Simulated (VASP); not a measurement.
Input of a VASP 6.6.1 run:

The input INCAR:

```
SYSTEM = BaCd2As2
  PREC = Accurate
  ENCUT = 520
  EDIFF = 1E-6
  ISMEAR = -1
  SIGMA = 0.1
  LREAL = .False.
  LASPH = .True.
  NELM = 100
  ALGO = Normal
  ISIF = 2
  LWAVE = .False.
  LCHARG = .False.
  NBANDS = 30
```

KPOINTS

```
regular mesh
0
Gamma
  6 6 4
  0 0 0
```

The input POSCAR:

```
BaCd2As2
1.0
    4.5604510000      0.0000000000      0.0000000000
   -2.2802250000      3.9494660000      0.0000000000
    0.0000000000      0.0000000000      7.7562880000
Ba Cd As
1 2 2
Direct
    0.0000000000      0.0000000000      0.0000000000
    0.6666666667      0.3333333333      0.3710040000
    0.3333333333      0.6666666667      0.6289960000
    0.6666666667      0.3333333333      0.7351620000
    0.3333333333      0.6666666667      0.2648380000
```

Potentials or basis: VASP PAW LDA potentials, release 64 (Ba_sv, Cd, As).

Run with:

```bash
$ cat potpaw_LDA.64/Ba_sv/POTCAR potpaw_LDA.64/Cd/POTCAR potpaw_LDA.64/As/POTCAR > POTCAR
$ mpirun -np 1 vasp_std > vasp.out
```

(1) What does it give for the pressure?

(2) Estimate the largest force.

## Answers

(1) -3.4 GPa.

(2) 0.094 eV/Å.

Caveat: the cell stands under tension.
